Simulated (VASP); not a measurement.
# Os4C (F-43m) in VASP: single point with PBE

Aim: the single point of Os4C with PBE.

Program: VASP 6.6.1. These are calculated values, not measurements. Logs are shortened: lines on timing, memory, paths and dates and some standing lists are left out, and cuts for length are marked.

## (1) The cell of the first run

Symmetry: F-43m, No. 216, cubic system. The conventional cell has a = 7.965 Å, b = 7.965 Å, c = 7.965 Å, α = 90.00°, β = 90.00°, γ = 90.00°. Within 2.5 Å of Os (site symmetry 3m) lie 1 C at 1.91 Å. Within 2.5 Å of C (site symmetry -43m) lie 4 Os at 1.91 Å.

## (2) Single point, PBE

Input file INCAR:

```
  PREC = Accurate
  ENCUT = 520
  EDIFF = 1E-6
  ISMEAR = 0
  SIGMA = 0.1
  LREAL = False
  LASPH = True
  NELM = 100
  ALGO = Normal
  ISIF = 2
  LWAVE = False
  LCHARG = False
  GGA = PE
  NBANDS = 26
```

Input file KPOINTS:

```
Automatic mesh
0
Gamma
  8 8 8
```

Input file POSCAR:

```
Os4C
1.0
    0.0000000000      3.9825938464      3.9825938464
    3.9825938464      0.0000000000      3.9825938464
    3.9825938464      3.9825938464      0.0000000000
Os C
4 1
Direct
    0.6115904891      0.1652285326      0.6115904891
    0.6115904891      0.6115904891      0.6115904891
    0.1652285326      0.6115904891      0.6115904891
    0.6115904891      0.6115904891      0.1652285326
    0.7500000000      0.7500000000      0.7500000000
```

Potentials or basis: VASP PAW PBE potentials, release 64 (Os, C).

Launch:

```bash
> cat potpaw_PBE.64/Os/POTCAR potpaw_PBE.64/C/POTCAR > POTCAR
> mpirun -np 1 vasp_std > vasp.out
```

OUTCAR:

```text
PREC = Accurate
   ENCUT = 520
   EDIFF = 1E-6
   ISMEAR = 0
   LREAL = False
   LASPH = True
   NELM = 100
   ISIF = 2
   GGA = PE

 ion  position               nearest neighbor table
   1  0.612  0.165  0.612-   5 1.91   3 2.51   4 2.51   2 2.51   3 3.12   4 3.12   2 3.12
   2  0.612  0.612  0.612-   5 1.91   3 2.51   4 2.51   1 2.51   1 3.12   4 3.12   3 3.12
   3  0.165  0.612  0.612-   5 1.91   2 2.51   4 2.51   1 2.51   1 3.12   4 3.12   2 3.12
   4  0.612  0.612  0.165-   5 1.91   2 2.51   3 2.51   1 2.51   3 3.12   1 3.12   2 3.12
   5  0.750  0.750  0.750-   1 1.91   3 1.91   4 1.91   2 1.91

  LATTYP: Found a face centered cubic cell.
 ALAT       =     7.9651876928

  Lattice vectors:

 A1 = (   0.0000000000,   3.9825938464,   3.9825938464)
 A2 = (   3.9825938464,   0.0000000000,   3.9825938464)
 A3 = (   3.9825938464,   3.9825938464,   0.0000000000)

Analysis of symmetry for initial positions (statically):
=====================================================================
 Subroutine PRICEL returns:
 Original cell was already a primitive cell.

 Routine SETGRP: Setting up the symmetry group for a
 face centered cubic supercell.

 Subroutine GETGRP returns: Found 24 space group operations
 (whereof 24 operations were pure point group operations)
 out of a pool of 48 trial point group operations.

The static configuration has the point symmetry T_d .

Analysis of symmetry for dynamics (positions and initial velocities):
=====================================================================
 Subroutine PRICEL returns:
 Original cell was already a primitive cell.

 Routine SETGRP: Setting up the symmetry group for a
 face centered cubic supercell.

 Subroutine GETGRP returns: Found 24 space group operations
 (whereof 24 operations were pure point group operations)
 out of a pool of 48 trial point group operations.

The dynamic configuration has the point symmetry T_d .

 Subroutine INISYM returns: Found 24 space group operations
 (whereof 24 operations are pure point group operations),
 and found     1 'primitive' translations

----------------------------------------------------------------------------------------

                                     Primitive cell

  volume of cell :     126.3363

  direct lattice vectors                    reciprocal lattice vectors
     0.000000000  3.982593846  3.982593846    -0.125546320  0.125546320  0.125546320
     3.982593846  0.000000000  3.982593846     0.125546320 -0.125546320  0.125546320
     3.982593846  3.982593846  0.000000000     0.125546320  0.125546320 -0.125546320

  length of vectors
     5.632238231  5.632238231  5.632238231     0.217452604  0.217452604  0.217452604

  position of ions in fractional coordinates (direct lattice)
     0.611590489  0.165228533  0.611590489
     0.611590489  0.611590489  0.611590489
     0.165228533  0.611590489  0.611590489
     0.611590489  0.611590489  0.165228533
     0.750000000  0.750000000  0.750000000

  ion indices of the primitive-cell ions
   primitive index   ion index
                 1           1
                 2           2
                 3           3
                 4           4
                 5           5

----------------------------------------------------------------------------------------

 KPOINTS: Automatic mesh

Automatic generation of k-mesh.
 Grid dimensions read from file:
 generate k-points for:    8    8    8

 Generating k-lattice:

  Cartesian coordinates                     Fractional coordinates (reciprocal lattice)
    -0.015693290  0.015693290  0.015693290     0.125000000  0.000000000  0.000000000
     0.015693290 -0.015693290  0.015693290     0.000000000  0.125000000  0.000000000
     0.015693290  0.015693290 -0.015693290     0.000000000  0.000000000  0.125000000

  Length of vectors
     0.027181576  0.027181576  0.027181576

  Shift w.r.t. Gamma in fractional coordinates (k-lattice)
     0.000000000  0.000000000  0.000000000

 Subroutine IBZKPT returns following result:
 ===========================================

 Found     29 irreducible k-points:

 Following reciprocal coordinates:
            Coordinates               Weight
  0.000000  0.000000  0.000000      1.000000
  0.125000  0.000000  0.000000      8.000000
  0.250000  0.000000  0.000000      8.000000
  0.375000  0.000000  0.000000      8.000000
  0.500000  0.000000  0.000000      4.000000
  0.125000  0.125000  0.000000      6.000000
[... 16 lines left out ...]
  0.500000  0.250000  0.125000     48.000000
 -0.375000  0.250000  0.125000     24.000000
 [... further k-points ...]
   k-points           NKPTS =     29   k-points in BZ     NKDIM =     29   number of bands    NBANDS=     26
   number of dos      NEDOS =    301   number of ions     NIONS =      5
   total plane-waves  NPLWV =  74088
   dimension x,y,z NGX =    42 NGY =   42 NGZ =   42
   dimension x,y,z NGXF=    84 NGYF=   84 NGZF=   84
   ions per type =               4   1
   NGX,Y,Z   is equivalent  to a cutoff of  12.40, 12.40, 12.40 a.u.
   NGXF,Y,Z  is equivalent  to a cutoff of  24.79, 24.79, 24.79 a.u.
 SYSTEM =  unknown system
   PREC   = accura    normal or accurate (medium, high low for compatibility)
   ISTART =      0    job   : 0-new  1-cont  2-samecut
   ICHARG =      2    charge: 1-file 2-atom 10-const
   ISPIN  =      1    spin polarized calculation?
   LNONCOLLINEAR =      F non collinear calculations
   LSORBIT =      F    spin-orbit coupling
   LASPH  =      T    aspherical Exc in radial PAW
   ENCUT  =  520.0 eV  38.22 Ry    6.18 a.u.  10.47 10.47 10.47*2*pi/ulx,y,z
   NELM   =    100;   NELMIN=  2; NELMDL= -5     # of ELM steps
   EDIFF  = 0.1E-05   stopping-criterion for ELM
   LREAL  =      F    real-space projection
   EDIFFG = 0.1E-04   stopping-criterion for IOM
   NSW    =      0    number of steps for IOM
   IBRION =     -1    ionic relax: 0-MD 1-quasi-New 2-CG
   NFREE  =      0    steps in history (QN), initial steepest desc. (CG)
   ISIF   =      2    stress and relaxation
   ISYM   =      2    0-nonsym 1-usesym 2-fastsym
   POTIM  = 0.5000    time-step for ionic-motion
   TEBEG  =    0.0;   TEEND  =   0.0 temperature during run
   PSTRESS=    0.0 pullay stress
   NELECT =      36.0000    total number of electrons
   NUPDOWN=      -1.0000    fix difference up-down
   EMIN   =  10.00;   EMAX   =-10.00  energy-range for DOS
   EFERMI =   0.00;   METHOD = LEGACY
   ISMEAR =     0;   SIGMA  =   0.10  broadening in eV -4-tet -1-fermi 0-gaus
   EFERMI_NEDOS =   21; number of points for ismear=-14 and -15
   IALGO  =     38    algorithm
   IMIX   =      4    mixing-type and parameters
     AMIX     =   0.40;   BMIX     =  1.00
     AMIX_MAG =   1.60;   BMIX_MAG =  1.00
  volume/ion in A,a.u.               =      25.27       170.51
  Fermi-wavevector in a.u.,A,eV,Ry     =   1.077291  2.035785 15.790318  1.160556
  Thomas-Fermi vector in A             =   2.213199
   LORBIT       =      0    0 simple, 1 ext, 2 COOP (PROOUT), +10 PAW based schemes
   GGA     = PE    functional components
   LHFCALC =     F    Hartree Fock is set to
   AEXX    =    0.0000 exact exchange contribution
   IVDW    =     0    specifies the selected vdW correction
   LEPSILON=     F    determine dielectric tensor
   LRPA    =     F    only Hartree local field effects (RPA)
 non-spin polarized calculation
 Gauss-broadening in eV      SIGMA  =   0.10
  energy-cutoff  :      520.00
  volume of cell :      126.34
 maximum number of plane-waves:      3479
 NGX is ok and might be reduce to    42
   NGX = 21   NGY = 21   NGZ = 21

 number of electron      36.0000001 magnetization

 Free energy of the ion-electron system (eV)
  ---------------------------------------------------
  ext. energy  EPLUGINS =         0.00000000
  ---------------------------------------------------
  free energy    TOTEN  =       -42.54813898 eV

  energy without entropy =      -42.51053812  energy(sigma->0) =      -42.52933855

 E-fermi :   1.5452     XC(G=0):  -9.3045

 val. band max:        1.5391873762   @ k =  -0.3750   0.3750   0.0000
 cond. band min:       1.5481326683   @ k =  -0.2500   0.3750   0.1250
 fundamental gap:      0.0089452921
 Fermi energy:         1.5452202794

 k-point     1 :       0.0000    0.0000    0.0000
  band No.  band energies     occupation
      1     -11.3979      2.00000
      2      -5.0981      2.00000
      3      -5.0981      2.00000
      4      -5.0981      2.00000
      5      -2.6243      2.00000
      6      -1.9548      2.00000
[... 18 lines left out ...]
     25       4.1749      0.00000
     26       6.0114      0.00000

 k-point     2 :       0.1250    0.0000    0.0000
  band No.  band energies     occupation
      1     -11.3215      2.00000
      2      -5.1483      2.00000
      3      -5.0165      2.00000
      4      -5.0165      2.00000
      5      -2.5290      2.00000
      6      -1.9203      2.00000
[... 18 lines left out ...]
     25       4.5695      0.00000
     26       6.0447      0.00000

 k-point     3 :       0.2500    0.0000    0.0000
  band No.  band energies     occupation
      1     -11.1249      2.00000
      2      -5.2989      2.00000
      3      -4.8014      2.00000
      4      -4.8014      2.00000
      5      -2.3337      2.00000
      6      -2.1961      2.00000
[... 18 lines left out ...]
     25       4.8976      0.00000
     26       6.0914      0.00000

 k-point     4 :       0.3750    0.0000    0.0000
  band No.  band energies     occupation
      1     -10.9074      2.00000
      2      -5.5005      2.00000
      3      -4.5517      2.00000
      4      -4.5517      2.00000
      5      -2.7117      2.00000
      6      -1.9146      2.00000
[... 18 lines left out ...]
     25       5.0713      0.00000
     26       6.1061      0.00000

 k-point     5 :       0.5000    0.0000    0.0000
  band No.  band energies     occupation
      1     -10.8097      2.00000
      2      -5.6017      2.00000
      3      -4.4342      2.00000
      4      -4.4342      2.00000
      5      -2.8542      2.00000
      6      -1.7601      2.00000
[... 18 lines left out ...]
     25       5.1277      0.00000
     26       6.1044      0.00000

 k-point     6 :       0.1250    0.1250    0.0000
  band No.  band energies     occupation
      1     -11.2952      2.00000
      2      -5.2110      2.00000
      3      -4.9662      2.00000
      4      -4.9662      2.00000
      5      -2.4983      2.00000
      6      -1.9863      2.00000
[... 427 lines left out ...]
 k-point    21 :       0.5000    0.5000    0.0000
  band No.  band energies     occupation
      1     -10.5454      2.00000
      2      -6.2573      2.00000
      3      -3.6836      2.00000
      4      -3.6836      2.00000
      5      -2.4441      2.00000
      6      -2.2691      2.00000
[... 18 lines left out ...]
     25       4.8592      0.00000
     26       5.1787      0.00000

 k-point    22 :       0.3750    0.2500    0.1250
  band No.  band energies     occupation
      1     -10.9613      2.00000
      2      -5.5752      2.00000
      3      -4.5722      2.00000
      4      -4.5268      2.00000
      5      -2.4329      2.00000
      6      -2.1221      2.00000
[... 18 lines left out ...]
     25       4.9713      0.00000
     26       6.2006      0.00000

 k-point    23 :       0.5000    0.2500    0.1250
  band No.  band energies     occupation
      1     -10.7684      2.00000
      2      -5.8075      2.00000
      3      -4.3403      2.00000
      4      -4.2649      2.00000
      5      -2.6310      2.00000
      6      -1.9961      2.00000
[... 18 lines left out ...]
     25       5.1704      0.00000
     26       6.6838      0.00000

 k-point    24 :      -0.3750    0.2500    0.1250
  band No.  band energies     occupation
      1     -10.6818      2.00000
      2      -5.9147      2.00000
      3      -4.2440      2.00000
      4      -4.1338      2.00000
      5      -2.6906      2.00000
      6      -1.8520      2.00000
[... 18 lines left out ...]
     25       5.2615      0.00000
     26       6.8908      0.00000

 [... further k-points ...]

------------------------ aborting loop because EDIFF is reached ----------------------------------------

  FORCE on cell =-STRESS in cart. coord.  units (eV):
  Direction    XX          YY          ZZ          XY          YZ          ZX
  --------------------------------------------------------------------------------------
  -------------------------------------------------------------------------------------
  Total        0.3446478      0.3446478      0.3446478     -0.0000000     -0.0000000      0.0000000
  in kB        4.3707703      4.3707703      4.3707703     -0.0000000     -0.0000000      0.0000000
  external PRESSURE =       4.3707703 kB  Pullay stress =       0.0000000 kB

 VOLUME and BASIS-vectors are now :
 -----------------------------------------------------------------------------
  energy-cutoff  :      520.00
  volume of cell :      126.34
      direct lattice vectors                 reciprocal lattice vectors
     0.000000000  3.982593846  3.982593846    -0.125546320  0.125546320  0.125546320
     3.982593846  0.000000000  3.982593846     0.125546320 -0.125546320  0.125546320
     3.982593846  3.982593846  0.000000000     0.125546320  0.125546320 -0.125546320

 POSITION                                       TOTAL-FORCE (eV/Angst)
 -----------------------------------------------------------------------------------
      3.09375      4.87143      3.09375         0.176443     -0.176443      0.176443
      4.87143      4.87143      4.87143        -0.176443     -0.176443     -0.176443
      4.87143      3.09375      3.09375        -0.176443      0.176443      0.176443
      3.09375      3.09375      4.87143         0.176443      0.176443     -0.176443
      5.97389      5.97389      5.97389         0.000000     -0.000000     -0.000000
 -----------------------------------------------------------------------------------
    total drift:                                0.000001      0.000001      0.000001

  FREE ENERGIE OF THE ION-ELECTRON SYSTEM (eV)
  ---------------------------------------------------
  free  energy   TOTEN  =       -42.5481389845 eV

  energy  without entropy=      -42.5105381159  energy(sigma->0) =      -42.52933855
```

It took 1.7 min on 1 thread of Intel Xeon Platinum 8488C (Sapphire Rapids), shared host; peak memory 0.3 GiB.

Results:

```
Free energy            : -42.5481 eV
Pressure               : 0.4 GPa
Largest force          : 0.306 eV/Å
Band gap on the k mesh : zero (band 18 reaches 1.95 eV, above the bottom of band 19 at 1.35 eV)
```

Forces in eV/Å, atoms in the order of the input:
```
Os   0.176 -0.176  0.176
Os  -0.176 -0.176 -0.176
Os  -0.176  0.176  0.176
Os   0.176  0.176 -0.176
C    0.000  0.000  0.000
```

Caveat: spin-orbit coupling is left out, which moves the levels of the heavy elements.
